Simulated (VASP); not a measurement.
The system is CoSi.

```
Co Si
1.0
     4.43800    0.00000    0.00000
     0.00000    4.43800    0.00000
     0.00000    0.00000    4.43800
Co Si
4 4
Direct
  0.14000 0.14000 0.14000
  0.36000 0.86000 0.64000
  0.64000 0.36000 0.86000
  0.86000 0.64000 0.36000
  0.84300 0.84300 0.84300
  0.65700 0.15700 0.34300
  0.34300 0.65700 0.15700
  0.15700 0.34300 0.65700
```

Base run:

| Item | Value |
| --- | --- |
| Program | VASP 6.6.1 |
| Functional | PBE |
| Potentials or basis | VASP PAW PBE potentials, release 64 (Co, Si) |
| Cutoff | 520 eV |
| k mesh | 7 × 7 × 7 |
| Occupations | gaussian, width 0.1 eV |
| Spin | collinear spin, ferromagnetic start |
| Starting moments | [2.51, 2.51, 2.51, 2.51, 0.33, 0.33, 0.33, 0.33] μB |
| Fixed moment | 12 μB |

Its results: pressure 44.7 GPa; site moments Co +2.36; Si +0.28 μB; largest force 0.789 eV/Å.

**Question.** The run is repeated on the same cell with these changes: fixed moment from 12 μB to 9.6 μB; moments at the start from [2.51, 2.51, 2.51, 2.51, 0.33, 0.33, 0.3 to [2.15, 2.15, 2.15, 2.15, 0.22, 0.22, 0.2. What comes out?

**Answer.** Pressure 32.0 GPa; site moments Co +1.99; Si +0.19 μB; largest force 0.692 eV/Å.

Caveats: the cell stands under pressure; the total moment is fixed, so each spin has its own Fermi level and the state may be an excited one.
